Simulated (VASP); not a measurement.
A run of VASP 6.6.1 is set up as follows.

The input INCAR:

```
SYSTEM = CaO
PREC = Accurate
ENCUT = 520
EDIFF = 1E-6
ISMEAR = 0
SIGMA = 0.02
LREAL = .False.
LASPH = .True.
NELM = 80
ALGO = Normal
ISIF = 2
LWAVE = .False.
LCHARG = .False.
GGA = CA
NBANDS = 15
```

File KPOINTS:

```
Automatic mesh
0
Gamma
  8 8 8
  0 0 0
```

Contents of POSCAR:

```
CaO
1.0
    0.0000000000      2.3540440780      2.3540440780
    2.3540440780      0.0000000000      2.3540440780
    2.3540440780      2.3540440780      0.0000000000
Ca O
1 1
Direct
    0.0000000000      0.0000000000      0.0000000000
    0.5000000000      0.5000000000      0.5000000000
```

Potentials or basis: VASP PAW LDA potentials, release 64 (Ca_sv, O).

The run is started by

```bash
$ cat potpaw_LDA.64/Ca_sv/POTCAR potpaw_LDA.64/O/POTCAR > POTCAR
$ mpirun -np 1 vasp_std > vasp.out
```

Task: Estimate the pressure.

Result: 1.0 GPa.

Task: Estimate the band gap on the k mesh.

Result: 3.42 eV, indirect (least direct gap 3.78 eV).

A k mesh can miss the band edges.
